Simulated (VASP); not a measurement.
# Si16Ge (a cell with a defect) in VASP: a series of runs, part 2 of 2

VASP 6.6.1. Earlier steps stand in the parts before.

## Step 3: Single point, PBEsol

File INCAR:

```
ALGO = Normal ; EDIFF = 1E-6
ENCUT = 520 ; GGA = PS
ISIF = 2 ; ISMEAR = -1
LASPH = True ; LCHARG = True
LELF = True ; LREAL = Auto
LVHAR = True ; LWAVE = False
NBANDS = 53 ; NELM = 100
PREC = Accurate ; SIGMA = 0.02
```

File KPOINTS:

```
k-points
0
Gamma
  2 2 2
```

File POSCAR:

```
Si16Ge
1.0
    0.0000000000      5.4300000000      5.4300000000
    5.4300000000      0.0000000000      5.4300000000
    5.4300000000      5.4300000000      0.0000000000
Si Ge
16 1
Direct
    0.0005816649     -0.0023278464      0.0008154602
    0.1204318343      0.1293030727      0.1206853120
   -0.0117600175      0.0039595499      0.5038880202
    0.1204480787      0.1292583889      0.6294558295
    0.0007099832      0.5006524436      0.0009328108
    0.1249645848      0.6249453380      0.1250303850
    0.0006745887      0.5006163280      0.4976980701
    0.1204115679      0.6203539506      0.6295779891
    0.5036126469      0.0036129876     -0.0109917571
    0.6291840490      0.1291435595      0.1207682039
    0.5034947395      0.0034809566      0.5036236204
    0.6245259866      0.1243228100      0.6253637536
    0.4976796214      0.5005408066      0.0008326193
    0.6293628733      0.6203635834      0.1206748077
    0.5040255853      0.4880553681      0.5039543655
    0.6293221303      0.6203757183      0.6294788978
    0.3743036126      0.8739774746      0.3755627520
```

Potentials or basis: VASP PAW PBE potentials, release 64 (Si, Ge_d).

Run with:

```console
cat potpaw_PBE.64/Si/POTCAR potpaw_PBE.64/Ge_d/POTCAR > POTCAR
mpirun -np 1 vasp_std > vasp.out
```

OUTCAR:

```text
EDIFF = 1E-6
   ENCUT = 520
   GGA = PS
   ISIF = 2
   ISMEAR = -1
   LASPH = True
   LREAL = Auto
   NELM = 100
   PREC = Accurate

 ion  position               nearest neighbor table
   1  0.001  0.998  0.001-   2 2.33   4 2.33  10 2.33   6 2.34
   2  0.120  0.129  0.121-   1 2.33   5 2.33   9 2.40   3 2.40  17 2.76
   3  0.988  0.004  0.504-  12 2.28   4 2.40   2 2.40   8 2.41  17 2.42
   4  0.120  0.129  0.629-   1 2.33   7 2.33  11 2.40   3 2.40  17 2.76
   5  0.001  0.501  0.001-  14 2.33   2 2.33   8 2.33   6 2.34
   6  0.125  0.625  0.125-   5 2.34   7 2.34  13 2.34   1 2.34
   7  0.001  0.501  0.498-  16 2.33   8 2.33   4 2.33   6 2.34
   8  0.120  0.620  0.630-   7 2.33   5 2.33   3 2.41  15 2.41  17 2.76
   9  0.504  0.004  0.989-  12 2.28  10 2.40   2 2.40  14 2.40  17 2.42
  10  0.629  0.129  0.121-   1 2.33  13 2.33  11 2.40   9 2.40  17 2.77
  11  0.503  0.003  0.504-  12 2.28  10 2.40   4 2.40  16 2.40  17 2.42
  12  0.625  0.124  0.625-  11 2.28   9 2.28   3 2.28  15 2.28
  13  0.498  0.501  0.001-  14 2.33  16 2.33  10 2.33   6 2.34
  14  0.629  0.620  0.121-  13 2.33   5 2.33   9 2.40  15 2.40  17 2.76
  15  0.504  0.488  0.504-  12 2.28  16 2.40  14 2.40   8 2.41  17 2.42
  16  0.629  0.620  0.629-  13 2.33   7 2.33  11 2.40  15 2.40  17 2.76
[... 211 lines left out ...]
      4     -18.2585      2.00000
      5     -18.2585      2.00000
      6      -6.6128      2.00000
[... 421 lines left out ...]
     50      10.2130      0.00000
     51      10.2137      0.00000
 [bands above 51 left out]

------------------------ aborting loop because EDIFF is reached ----------------------------------------

  FORCE on cell =-STRESS in cart. coord.  units (eV):
  Direction    XX          YY          ZZ          XY          YZ          ZX
  --------------------------------------------------------------------------------------
  -------------------------------------------------------------------------------------
  Total        9.4448105      9.4467365      9.4305032      0.0003026      0.0015047      0.0030224
  in kB       47.2578923     47.2675292     47.1863042      0.0015140      0.0075287      0.0151226
  external PRESSURE =      47.2372419 kB  Pullay stress =       0.0000000 kB

 VOLUME and BASIS-vectors are now :
 -----------------------------------------------------------------------------
  energy-cutoff  :      520.00
  volume of cell :      320.21
      direct lattice vectors                 reciprocal lattice vectors
     0.000000000  5.430000000  5.430000000    -0.092081031  0.092081031  0.092081031
     5.430000000  0.000000000  5.430000000     0.092081031 -0.092081031  0.092081031
     5.430000000  5.430000000  0.000000000     0.092081031  0.092081031 -0.092081031

 POSITION                                       TOTAL-FORCE (eV/Angst)
 -----------------------------------------------------------------------------------
      5.42179      0.00759      5.42052         0.000039     -0.000319     -0.000741
      1.35744      1.30927      1.35606         0.001597      0.006446      0.001939
      2.75761      8.10226      5.38764        -0.006797      0.002720     -0.008369
      4.11982      4.07198      1.35591        -0.004835     -0.000725      0.002111
      2.72361      0.00892      2.72240        -0.002532     -0.002106     -0.002915
      4.07237      1.35747      4.07201         0.000563      0.000115      0.002185
[... 9 lines left out ...]
      6.78671      6.83529      6.78586        -0.000433     -0.005333      0.001841
      6.78500      4.07177      6.77817         0.005642      0.000563      0.022235
 -----------------------------------------------------------------------------------
    total drift:                                0.000829      0.000425      0.003549

  FREE ENERGIE OF THE ION-ELECTRON SYSTEM (eV)
  ---------------------------------------------------
  free  energy   TOTEN  =       -92.7872098895 eV

  energy  without entropy=      -92.7786591941  energy(sigma->0) =      -92.78293454
```

OSZICAR:

```text
N       E                     dE             d eps       ncg     rms          rms(c)
DAV:   1     0.396863106028E+03    0.39686E+03   -0.29912E+04  1063   0.159E+03
DAV:   2    -0.290210662434E+02   -0.42588E+03   -0.39661E+03   957   0.393E+02
DAV:   3    -0.910920382372E+02   -0.62071E+02   -0.59593E+02  1021   0.103E+02
DAV:   4    -0.945695867084E+02   -0.34775E+01   -0.34177E+01  1080   0.282E+01
DAV:   5    -0.946819244873E+02   -0.11234E+00   -0.11200E+00  1048   0.498E+00    0.147E+01
DAV:   6    -0.933530909543E+02    0.13288E+01   -0.78027E-01  1024   0.302E+00    0.875E+00
DAV:   7    -0.927862682970E+02    0.56682E+00   -0.12506E+00  1016   0.358E+00    0.599E-01
DAV:   8    -0.927865978893E+02   -0.32959E-03   -0.80409E-02  1048   0.139E+00    0.308E-01
DAV:   9    -0.927869985068E+02   -0.40062E-03   -0.35781E-03  1080   0.257E-01    0.187E-01
DAV:  10    -0.927871751997E+02   -0.17669E-03   -0.28583E-04  1232   0.106E-01    0.577E-02
DAV:  11    -0.927872094926E+02   -0.34293E-04   -0.69848E-05  1032   0.450E-02    0.145E-02
DAV:  12    -0.927872098895E+02   -0.39693E-06   -0.70586E-06  1104   0.128E-02
   1 F= -.92787210E+02 E0= -.92782935E+02  d E =-.855070E-02
```

Wall time 6.1 min (1 thread of AMD EPYC 7R13, shared host); peak memory 0.47 GiB.

Results:

* Free energy: -92.7872 eV
* Pressure: 4.7 GPa
* Largest force: 0.023 eV/Å
* Band gap on the k mesh: zero (bands 39 and 40 overlap by 0.31 eV)

Forces in eV/Å, atoms in the order of the input:
```
Si   0.000  0.000 -0.001
Si   0.002  0.006  0.002
Si  -0.007  0.003 -0.008
Si  -0.005 -0.001  0.002
Si  -0.003 -0.002 -0.003
Si   0.001  0.000  0.002
Si   0.001  0.002 -0.002
Si   0.000  0.001  0.012
Si   0.001  0.003 -0.014
Si   0.001  0.000 -0.003
Si  -0.006 -0.005 -0.014
Si   0.003  0.001  0.011
Si  -0.001  0.000 -0.001
Si   0.007  0.001  0.002
Si   0.000 -0.005 -0.009
Si   0.000 -0.005  0.002
Ge   0.006  0.001  0.022
```

Caveat: the k points lie up to 0.50 Å⁻¹ apart; the PAW data sets were made with another functional, which shifts forces and pressure a little.

## Step 4: Relaxation of the atoms, PBEsol

File INCAR:

```
  PREC = Accurate
  ENCUT = 520
  EDIFF = 1E-7
  ISMEAR = -1
  SIGMA = 0.02
  LREAL = Auto
  LASPH = T
  NELM = 60
  ALGO = Normal
  ISIF = 2
  LWAVE = F
  LCHARG = F
  GGA = PS
  IBRION = 2
  NSW = 80
  EDIFFG = -0.03
```

File KPOINTS:

```
regular mesh
0
Gamma
  2 2 2
```

File POSCAR:

```
Si16Ge
1.0
    0.0000000000      5.4300000000      5.4300000000
    5.4300000000      0.0000000000      5.4300000000
    5.4300000000      5.4300000000      0.0000000000
Si Ge
16 1
Direct
    0.0000000000      0.0000000000      0.0000000000
    0.1250000000      0.1250000000      0.1250000000
    0.0000000000      0.0000000000      0.5000000000
    0.1250000000      0.1250000000      0.6250000000
    0.0000000000      0.5000000000      0.0000000000
    0.1250000000      0.6250000000      0.1250000000
    0.0000000000      0.5000000000      0.5000000000
    0.1250000000      0.6250000000      0.6250000000
    0.5000000000      0.0000000000      0.0000000000
    0.6250000000      0.1250000000      0.1250000000
    0.5000000000      0.0000000000      0.5000000000
    0.6250000000      0.1250000000      0.6250000000
    0.5000000000      0.5000000000      0.0000000000
    0.6250000000      0.6250000000      0.1250000000
    0.5000000000      0.5000000000      0.5000000000
    0.6250000000      0.6250000000      0.6250000000
    0.3719735300      0.8706344900      0.3773511400
```

Run with:

```console
cat potpaw_PBE.64/Si/POTCAR potpaw_PBE.64/Ge_d/POTCAR > POTCAR
mpirun -np 1 vasp_std > vasp.out
```

Wall time 23 min (1 thread of Oxide Virtual Turin-like, shared host); peak memory 0.52 GiB.

The run converged. Its results:

| Item | Value |
| --- | --- |
| Free energy | -92.7871 eV |
| Energy gained by relaxing | 18.8 meV/atom |
| Ionic steps | 7 |
| Pressure after relaxing | 4.7 GPa |
| Largest force after relaxing | 0.028 eV/Å |
| Band gap on the k mesh | zero (bands 39 and 40 overlap by 0.31 eV) |

Forces in eV/Å, atoms in the order of the input:
```
Si   0.001  0.000  0.005
Si   0.005 -0.008 -0.003
Si  -0.005  0.002 -0.006
Si   0.008 -0.007 -0.005
Si  -0.007 -0.008 -0.002
Si   0.000  0.000  0.002
Si   0.008  0.007  0.000
Si  -0.001  0.002 -0.009
Si  -0.003 -0.001 -0.008
Si  -0.002 -0.002  0.006
Si   0.001  0.002 -0.005
Si   0.001  0.001  0.009
Si   0.000  0.001  0.006
Si  -0.008  0.005 -0.004
Si   0.001 -0.005 -0.006
Si  -0.007  0.009 -0.007
Ge   0.007  0.003  0.027
```

The path:
```
step  energy change (eV)  largest force (eV/Å)  pressure (GPa)
   1              0.0000                1.6734            5.73
   2             -0.3112                0.1763            4.77
   3             -0.3125                0.2077            4.73
   4             -0.3124                0.1693            4.74
   5             -0.3181                0.0743            4.73
   6             -0.3182                0.0914            4.73
   7             -0.3194                0.0282            4.72
```

Final structure:
```
Si Ge
1.0
     0.00000    5.43000    5.43000
     5.43000    0.00000    5.43000
     5.43000    5.43000    0.00000
Si Ge
16 1
Direct
  0.00061 0.99778 0.00076
  0.12060 0.12930 0.12074
  0.98801 0.00412 0.50397
  0.12064 0.12925 0.62928
  0.00077 0.50074 0.00096
  0.12505 0.62507 0.12497
  0.00072 0.50069 0.49760
  0.12055 0.62052 0.62946
  0.50363 0.00365 0.98922
  0.62916 0.12915 0.12082
  0.50340 0.00342 0.50334
  0.62429 0.12398 0.62555
  0.49775 0.50060 0.00078
  0.62933 0.62055 0.12074
  0.50421 0.48769 0.50408
  0.62927 0.62059 0.62930
  0.37397 0.87354 0.37577
```

Levels at points of the mesh, in eV from the Fermi level:
| k point | band 37 | band 38 | band 39 | band 40 | band 41 | band 42 |
| --- | --- | --- | --- | --- | --- | --- |
| (0.00, 0.00, 0.00) | -0.72 | -0.72 | -0.24 | -0.24 | -0.23 | 0.00 |
| (0.50, 0.00, 0.00) | -1.38 | -1.38 | -0.30 | 0.52 | 0.53 | 0.87 |
| (0.00, 0.50, 0.00) | -1.38 | -1.38 | -0.31 | 0.52 | 0.53 | 0.87 |
| (0.00, 0.00, 0.50) | -1.38 | -1.38 | -0.30 | 0.52 | 0.53 | 0.87 |
| (0.50, 0.50, 0.50) | -1.38 | -1.38 | -0.30 | 0.52 | 0.53 | 0.87 |
| (0.50, 0.50, 0.00) | -1.82 | -1.26 | 0.07 | 0.81 | 1.07 | 1.07 |
| (0.00, 0.50, 0.50) | -1.82 | -1.26 | 0.07 | 0.81 | 1.06 | 1.07 |
| (0.50, 0.00, 0.50) | -1.82 | -1.26 | 0.07 | 0.81 | 1.06 | 1.07 |

Caveat: the k points lie up to 0.50 Å⁻¹ apart; the PAW data sets were made with another functional, which shifts forces and pressure a little.

## Step 5: Overview

| task | cell | gap on the mesh (eV) | pressure (GPa) | largest force (eV/Å) |
| --- | --- | --- | --- | --- |
| single point | as given, atomic positions A | none | 4.7 | - |
| single point | as given, atomic positions B | none | 4.7 | 0.02 |
| relaxation of the atoms | atoms relaxed, atomic positions C | none | 4.7 | 0.03 |

Alike in all rows: level PBEsol; potentials or basis VASP PAW PBE potentials, release 64 (Si, Ge_d); no spin polarisation; k mesh 2 × 2 × 2; cutoff (eV) 520; smearing fermi-dirac 0.02 eV.

Caveats: all runs use coarse meshes; the PAW data sets were made with another functional, which shifts forces and pressure a little.

Total energies depend on the potentials used, so only differences within one code and one set of settings carry meaning.
